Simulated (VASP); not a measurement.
# ZnS (Cmm2) in VASP: a series of runs

ZnS is run at these levels: LDA; tasks: single point.

Everything below comes from runs of VASP 6.6.1. Logs are shortened: lines on timing, memory, paths and dates and some standing lists are left out, and cuts for length are marked.

### Step 1. The cell of the first run

It takes space group Cmm2 (No. 35, orthorhombic). The conventional cell has a = 7.650 Å, b = 7.650 Å, c = 5.409 Å, α = 90.00°, β = 90.00°, γ = 90.00°. Within 3.1 Å of Zn (site symmetry m) lie 4 S at 2.34 to 2.46 Å. Within 3.0 Å of Zn (site symmetry m) lie 4 S at 2.23 to 2.34 Å. Within 3.0 Å of S (site symmetry mm2) lie 4 Zn at 2.23 to 2.46 Å. Within 3.1 Å of S (site symmetry 2) lie 4 Zn at 2.34 Å. Within 3.1 Å of S (site symmetry mm2) lie 4 Zn at 2.34 Å.

### Step 2. Single point, LDA (atom 5 (S) moved -0.200 Å along Cartesian [0 1 0])

INCAR reads:

```
PREC = Accurate ; ENCUT = 520
EDIFF = 1E-6 ; ISMEAR = 0
SIGMA = 0.05 ; LREAL = F
LASPH = T ; NELM = 100
ALGO = Normal ; ISIF = 2
LWAVE = F ; LCHARG = F
NBANDS = 46
```

KPOINTS reads:

```
regular mesh
0
Gamma
  6 6 6
```

POSCAR reads:

```
ZnS
1.0
    5.4093000000      0.0000000000      0.0000000000
    0.0000000000     -5.4093000000      0.0000000000
    0.0000000000      0.0000000000     -5.4093000000
Zn S
4 4
Direct
    0.0000000000      0.5000000000      0.5000000000
    0.5000000000      0.0000000000      0.5000000000
    0.5000000000      0.5000000000      0.0000000000
    0.0000000000      0.0000000000      0.0000000000
    0.7500000000      0.7869733607      0.7500000000
    0.2500000000      0.2500000000      0.7500000000
    0.2500000000      0.7500000000      0.2500000000
    0.7500000000      0.2500000000      0.2500000000
```

Potentials or basis: VASP PAW LDA potentials, release 64 (Zn, S).

Started as:

```sh
$ cat potpaw_LDA.64/Zn/POTCAR potpaw_LDA.64/S/POTCAR > POTCAR
$ mpirun -np 1 vasp_std > vasp.out
```

OUTCAR:

```text
PREC = Accurate
   ENCUT = 520
   EDIFF = 1E-6
   ISMEAR = 0
   LREAL = F
   LASPH = T
   NELM = 100
   ISIF = 2

 ion  position               nearest neighbor table
   1  0.000  0.500  0.500-   6 2.34   7 2.34   8 2.34   5 2.46
   2  0.500  0.000  0.500-   5 2.23   6 2.34   7 2.34   8 2.34
   3  0.500  0.500  0.000-   6 2.34   7 2.34   8 2.34   5 2.46
   4  0.000  0.000  0.000-   5 2.23   6 2.34   7 2.34   8 2.34
   5  0.750  0.787  0.750-   2 2.23   4 2.23   3 2.46   1 2.46
   6  0.250  0.250  0.750-   1 2.34   2 2.34   3 2.34   4 2.34
   7  0.250  0.750  0.250-   1 2.34   2 2.34   3 2.34   4 2.34
   8  0.750  0.250  0.250-   1 2.34   2 2.34   3 2.34   4 2.34

  LATTYP: Found a simple cubic cell.
 ALAT       =     5.4093000000

  Lattice vectors:

 A1 = (   5.4093000000,   0.0000000000,   0.0000000000)
 A2 = (   0.0000000000,  -5.4093000000,   0.0000000000)
 A3 = (   0.0000000000,   0.0000000000,  -5.4093000000)

Analysis of symmetry for initial positions (statically):
=====================================================================
 Subroutine PRICEL returns:
 Original cell was already a primitive cell.

 Routine SETGRP: Setting up the symmetry group for a
 simple cubic supercell.

 Subroutine GETGRP returns: Found  4 space group operations
 (whereof  2 operations were pure point group operations)
 out of a pool of 48 trial point group operations.

The static configuration has the point symmetry C_1h.
 The point group associated with its full space group is C_2v.

Analysis of symmetry for dynamics (positions and initial velocities):
=====================================================================
 Subroutine PRICEL returns:
 Original cell was already a primitive cell.

 Routine SETGRP: Setting up the symmetry group for a
 simple cubic supercell.

 Subroutine GETGRP returns: Found  4 space group operations
 (whereof  2 operations were pure point group operations)
 out of a pool of 48 trial point group operations.

The dynamic configuration has the point symmetry C_1h.
 The point group associated with its full space group is C_2v.

 Subroutine INISYM returns: Found  4 space group operations
 (whereof  2 operations are pure point group operations),
 and found     1 'primitive' translations

----------------------------------------------------------------------------------------

                                     Primitive cell

  volume of cell :     158.2790

  direct lattice vectors                    reciprocal lattice vectors
     5.409300000  0.000000000  0.000000000     0.184866803  0.000000000  0.000000000
     0.000000000 -5.409300000  0.000000000     0.000000000 -0.184866803  0.000000000
     0.000000000  0.000000000 -5.409300000     0.000000000  0.000000000 -0.184866803

  length of vectors
     5.409300000  5.409300000  5.409300000     0.184866803  0.184866803  0.184866803

  position of ions in fractional coordinates (direct lattice)
     0.000000000  0.500000000  0.500000000
     0.500000000  0.000000000  0.500000000
     0.500000000  0.500000000  0.000000000
     0.000000000  0.000000000  0.000000000
     0.750000000  0.786973361  0.750000000
     0.250000000  0.250000000  0.750000000
     0.250000000  0.750000000  0.250000000
     0.750000000  0.250000000  0.250000000

  ion indices of the primitive-cell ions
   primitive index   ion index
                 1           1
                 2           2
                 3           3
                 4           4
                 5           5
                 6           6
                 7           7
                 8           8

----------------------------------------------------------------------------------------

 KPOINTS: regular mesh

Automatic generation of k-mesh.
 Grid dimensions read from file:
 generate k-points for:    6    6    6

 Generating k-lattice:

  Cartesian coordinates                     Fractional coordinates (reciprocal lattice)
     0.030811134  0.000000000  0.000000000     0.166666667  0.000000000  0.000000000
     0.000000000 -0.030811134  0.000000000     0.000000000  0.166666667  0.000000000
     0.000000000  0.000000000 -0.030811134     0.000000000  0.000000000  0.166666667

  Length of vectors
     0.030811134  0.030811134  0.030811134

  Shift w.r.t. Gamma in fractional coordinates (k-lattice)
     0.000000000  0.000000000  0.000000000

 Subroutine IBZKPT returns following result:
 ===========================================

 Found     52 irreducible k-points:

 Following reciprocal coordinates:
            Coordinates               Weight
  0.000000  0.000000  0.000000      1.000000
  0.166667  0.000000  0.000000      4.000000
  0.000000  0.166667  0.000000      2.000000
  0.333333  0.000000  0.000000      4.000000
  0.000000  0.333333  0.000000      2.000000
  0.500000  0.000000  0.000000      2.000000
[... 16 lines left out ...]
  0.333333  0.000000  0.500000      4.000000
  0.500000  0.500000  0.000000      2.000000
 [... further k-points ...]
   k-points           NKPTS =     52   k-points in BZ     NKDIM =     52   number of bands    NBANDS=     46
   number of dos      NEDOS =    301   number of ions     NIONS =      8
   total plane-waves  NPLWV =  64000
   dimension x,y,z NGX =    40 NGY =   40 NGZ =   40
   dimension x,y,z NGXF=    80 NGYF=   80 NGZF=   80
   ions per type =               4   4
   NGX,Y,Z   is equivalent  to a cutoff of  12.29, 12.29, 12.29 a.u.
   NGXF,Y,Z  is equivalent  to a cutoff of  24.59, 24.59, 24.59 a.u.
 SYSTEM =  unknown system
   PREC   = accura    normal or accurate (medium, high low for compatibility)
   ISTART =      0    job   : 0-new  1-cont  2-samecut
   ICHARG =      2    charge: 1-file 2-atom 10-const
   ISPIN  =      1    spin polarized calculation?
   LNONCOLLINEAR =      F non collinear calculations
   LSORBIT =      F    spin-orbit coupling
   LASPH  =      T    aspherical Exc in radial PAW
   ENCUT  =  520.0 eV  38.22 Ry    6.18 a.u.  10.06 10.06 10.06*2*pi/ulx,y,z
   NELM   =    100;   NELMIN=  2; NELMDL= -5     # of ELM steps
   EDIFF  = 0.1E-05   stopping-criterion for ELM
   LREAL  =      F    real-space projection
   EDIFFG = 0.1E-04   stopping-criterion for IOM
   NSW    =      0    number of steps for IOM
   IBRION =     -1    ionic relax: 0-MD 1-quasi-New 2-CG
   NFREE  =      0    steps in history (QN), initial steepest desc. (CG)
   ISIF   =      2    stress and relaxation
   ISYM   =      2    0-nonsym 1-usesym 2-fastsym
   POTIM  = 0.5000    time-step for ionic-motion
   TEBEG  =    0.0;   TEEND  =   0.0 temperature during run
   PSTRESS=    0.0 pullay stress
   NELECT =      72.0000    total number of electrons
   NUPDOWN=      -1.0000    fix difference up-down
   EMIN   =  10.00;   EMAX   =-10.00  energy-range for DOS
   EFERMI =   0.00;   METHOD = LEGACY
   ISMEAR =     0;   SIGMA  =   0.05  broadening in eV -4-tet -1-fermi 0-gaus
   EFERMI_NEDOS =   21; number of points for ismear=-14 and -15
   IALGO  =     38    algorithm
   IMIX   =      4    mixing-type and parameters
     AMIX     =   0.40;   BMIX     =  1.00
     AMIX_MAG =   1.60;   BMIX_MAG =  1.00
  volume/ion in A,a.u.               =      19.78       133.51
  Fermi-wavevector in a.u.,A,eV,Ry     =   1.259055  2.379268 21.568210  1.585219
  Thomas-Fermi vector in A             =   2.392634
   LORBIT       =      0    0 simple, 1 ext, 2 COOP (PROOUT), +10 PAW based schemes
   GGA     = CA    functional components
   LHFCALC =     F    Hartree Fock is set to
   AEXX    =    0.0000 exact exchange contribution
   IVDW    =     0    specifies the selected vdW correction
   LEPSILON=     F    determine dielectric tensor
   LRPA    =     F    only Hartree local field effects (RPA)
 non-spin polarized calculation
 Gauss-broadening in eV      SIGMA  =   0.05
  energy-cutoff  :      520.00
  volume of cell :      158.28
 maximum number of plane-waves:      4337
   NGX = 21   NGY = 21   NGZ = 21

 number of electron      72.0000039 magnetization

 Free energy of the ion-electron system (eV)
  ---------------------------------------------------
  ext. energy  EPLUGINS =         0.00000000
  ---------------------------------------------------
  free energy    TOTEN  =       -32.52654201 eV

  energy without entropy =      -32.52654201  energy(sigma->0) =      -32.52654201

 E-fermi :   2.1552     XC(G=0): -10.0248

 val. band max:        1.9426130008   @ k =   0.0000   0.0000   0.0000
 cond. band min:       3.7587964121   @ k =   0.0000   0.0000   0.0000
 fundamental gap:      1.8161834113
 Fermi energy:         2.1551659631

 k-point     1 :       0.0000    0.0000    0.0000
  band No.  band energies     occupation
      1     -11.2062      2.00000
      2      -9.9491      2.00000
      3      -9.9290      2.00000
      4      -9.9264      2.00000
      5      -4.6751      2.00000
      6      -4.6523      2.00000
[... 38 lines left out ...]
     45       8.1622      0.00000
     46       8.1764      0.00000

 k-point     2 :       0.1667    0.0000    0.0000
  band No.  band energies     occupation
      1     -11.1344      2.00000
      2     -10.0409      2.00000
      3      -9.9345      2.00000
      4      -9.9280      2.00000
      5      -4.6768      2.00000
      6      -4.6368      2.00000
[... 38 lines left out ...]
     45       8.4474      0.00000
     46       8.4625      0.00000

 k-point     3 :       0.0000    0.1667    0.0000
  band No.  band energies     occupation
      1     -11.1358      2.00000
      2     -10.0417      2.00000
      3      -9.9345      2.00000
      4      -9.9250      2.00000
      5      -4.6611      2.00000
      6      -4.6327      2.00000
[... 38 lines left out ...]
     45       8.4123      0.00000
     46       8.4656      0.00000

 k-point     4 :       0.3333    0.0000    0.0000
  band No.  band energies     occupation
      1     -10.9307      2.00000
      2     -10.3031      2.00000
      3      -9.9308      2.00000
      4      -9.9265      2.00000
      5      -4.6884      2.00000
      6      -4.6383      2.00000
[... 920 lines left out ...]
     45       8.5778      0.00000
     46       8.8073      0.00000

 k-point    23 :       0.3333    0.0000    0.5000
  band No.  band energies     occupation
      1     -10.4705      2.00000
      2     -10.4479      2.00000
      3     -10.1150      2.00000
      4     -10.0950      2.00000
      5      -4.6197      2.00000
      6      -4.5308      2.00000
[... 38 lines left out ...]
     45       8.5745      0.00000
     46       8.7896      0.00000

 k-point    24 :       0.5000    0.5000    0.0000
  band No.  band energies     occupation
      1     -10.3744      2.00000
      2     -10.2853      2.00000
      3     -10.2726      2.00000
      4     -10.1971      2.00000
      5      -4.6261      2.00000
      6      -4.5101      2.00000
[... 38 lines left out ...]
     45       8.6960      0.00000
     46       8.9970      0.00000

 [... further k-points ...]

------------------------ aborting loop because EDIFF is reached ----------------------------------------

  FORCE on cell =-STRESS in cart. coord.  units (eV):
  Direction    XX          YY          ZZ          XY          YZ          ZX
  --------------------------------------------------------------------------------------
  -------------------------------------------------------------------------------------
  Total       -3.9427815     -4.3638853     -3.9427815     -0.0000000     -0.0000000     -0.9442535
  in kB      -39.9107680    -44.1733878    -39.9107680     -0.0000000     -0.0000000     -9.5581974
  external PRESSURE =     -41.3316413 kB  Pullay stress =       0.0000000 kB

 VOLUME and BASIS-vectors are now :
 -----------------------------------------------------------------------------
  energy-cutoff  :      520.00
  volume of cell :      158.28
      direct lattice vectors                 reciprocal lattice vectors
     5.409300000  0.000000000  0.000000000     0.184866803  0.000000000  0.000000000
     0.000000000 -5.409300000  0.000000000     0.000000000 -0.184866803  0.000000000
     0.000000000  0.000000000 -5.409300000     0.000000000  0.000000000 -0.184866803

 POSITION                                       TOTAL-FORCE (eV/Angst)
 -----------------------------------------------------------------------------------
      0.00000     -2.70465     -2.70465        -0.148697     -0.204553     -0.148697
      2.70465      0.00000     -2.70465        -0.316488     -0.324762      0.316488
      2.70465     -2.70465      0.00000         0.148697     -0.204553      0.148697
      0.00000      0.00000      0.00000         0.316488     -0.324762     -0.316488
      4.05697     -4.25698     -4.05697         0.000000      1.682671     -0.000000
      1.35232     -1.35232     -4.05697         0.000000     -0.290974     -0.000000
      1.35232     -4.05697     -1.35232         0.000000     -0.042093     -0.000000
      4.05697     -1.35232     -1.35232         0.000000     -0.290974      0.000000
 -----------------------------------------------------------------------------------
    total drift:                               -0.000000     -0.000013     -0.000000

  FREE ENERGIE OF THE ION-ELECTRON SYSTEM (eV)
  ---------------------------------------------------
  free  energy   TOTEN  =       -32.5265420097 eV

  energy  without entropy=      -32.5265420097  energy(sigma->0) =      -32.52654201
```

Wall time 3.4 min (1 thread of Intel Xeon 6975P-C (Granite Rapids), shared host); peak memory 0.37 GiB.

What came out:

* Free energy: -32.5265 eV
* Pressure: -4.1 GPa
* Largest force: 1.683 eV/Å
* Band gap on the k mesh: 1.82 eV

Forces in eV/Å, atoms in the order of the input:
```
Zn  -0.149 -0.205 -0.149
Zn  -0.316 -0.325  0.316
Zn   0.149 -0.205  0.149
Zn   0.316 -0.325 -0.316
S    0.000  1.683  0.000
S    0.000 -0.291  0.000
S    0.000 -0.042  0.000
S    0.000 -0.291  0.000
```

Levels at points of the mesh, in eV from the valence-band top:
```
           k point  band 33  band 34  band 35  band 36  band 37  band 38  band 39  band 40
(0.00, 0.00, 0.00)    -2.21    -0.10    -0.05     0.00     1.82     3.12     3.16     3.16
(0.50, 0.00, 0.00)    -1.31    -1.29    -1.25    -1.25     4.15     4.21     4.29     4.36
(0.00, 0.50, 0.00)    -1.46    -1.40    -1.20    -1.13     4.19     4.22     4.37     4.40
(0.50, 0.50, 0.00)    -1.06    -0.97    -0.92    -0.81     4.37     4.42     4.72     4.79
(0.50, 0.00, 0.50)    -1.06    -0.97    -0.95    -0.83     4.52     4.59     4.65     4.67
(0.50, 0.50, 0.50)    -0.92    -0.91    -0.77    -0.76     2.95     2.99     3.08     3.20
```

Caveat: the cell differs from its parent crystal (atom 5 (S) moved -0.200 Å along Cartesian [0 1 0]); the cell stands under tension; forces of over 1 eV/Å act on the atoms, so gaps and moduli don't describe the material at rest.

### Step 3. Single point, LDA (atom 5 (S) moved +0.133 Å along Cartesian [0 1 0])

INCAR reads:

```
PREC     = Accurate       # precision mode
ENCUT    = 520            # plane-wave cutoff, eV
EDIFF    = 1E-6           # SCF threshold, eV
ISMEAR   = 0              # smearing method
SIGMA    = 0.05           # smearing width, eV
LREAL    = False          # projectors in reciprocal space
LASPH    = True           # aspherical terms in the spheres
NELM     = 60             # most SCF steps
ALGO     = Normal         # electronic algorithm
ISIF     = 2              # what is computed and relaxed
LWAVE    = False          # write WAVECAR
LCHARG   = False          # write CHGCAR
GGA      = CA             # functional
NBANDS   = 46             # bands
```

KPOINTS is that of step 2.

Changes to POSCAR since step 2:

```diff
@@ -12,3 +12,3 @@
     0.0000000000      0.0000000000      0.0000000000
-    0.7500000000      0.7869733607      0.7500000000
+    0.7500000000      0.7253572551      0.7500000000
     0.2500000000      0.2500000000      0.7500000000
```

Potentials or basis: VASP PAW LDA potentials, release 64 (Zn, S).

Started as:

```sh
$ cat potpaw_LDA.64/Zn/POTCAR potpaw_LDA.64/S/POTCAR > POTCAR
$ mpirun -np 1 vasp_std > vasp.out
```

Wall time 3.2 min (1 thread of Intel Xeon 6975P-C (Granite Rapids), shared host); peak memory 0.38 GiB.

The run converged. Its results:

```
Free energy            : -32.6204 eV
Pressure               : -4.4 GPa
Largest force          : 1.129 eV/Å
Band gap on the k mesh : 1.84 eV
```

Forces on the atoms (eV/Å):
```
Zn   0.189  0.206  0.189
Zn   0.114  0.151 -0.114
Zn  -0.189  0.206 -0.189
Zn  -0.114  0.151  0.114
S    0.000 -1.129  0.000
S    0.000  0.194  0.000
S    0.000  0.028  0.000
S    0.000  0.194  0.000
```

Stress tensor (GPa, compression positive):
```
-4.33  0.00  0.62
 0.00 -4.52  0.00
 0.62  0.00 -4.33
```

Levels at points of the mesh, in eV from the valence-band top:
```tsv
k point	band 33	band 34	band 35	band 36	band 37	band 38	band 39	band 40
(0.00, 0.00, 0.00)	-2.23	-0.06	-0.03	0.00	1.84	3.15	3.17	3.17
(0.50, 0.00, 0.00)	-1.29	-1.28	-1.26	-1.26	4.21	4.24	4.35	4.38
(0.00, 0.50, 0.00)	-1.39	-1.35	-1.22	-1.17	4.23	4.24	4.38	4.41
(0.50, 0.50, 0.00)	-1.02	-0.95	-0.93	-0.85	4.48	4.52	4.72	4.76
(0.50, 0.00, 0.50)	-1.02	-0.95	-0.94	-0.86	4.58	4.62	4.67	4.67
(0.50, 0.50, 0.50)	-0.90	-0.90	-0.81	-0.80	3.00	3.04	3.09	3.17
```

Caveat: the cell differs from its parent crystal (atom 5 (S) moved +0.133 Å along Cartesian [0 1 0]); the cell stands under tension; forces of over 1 eV/Å act on the atoms, so gaps and moduli don't describe the material at rest.
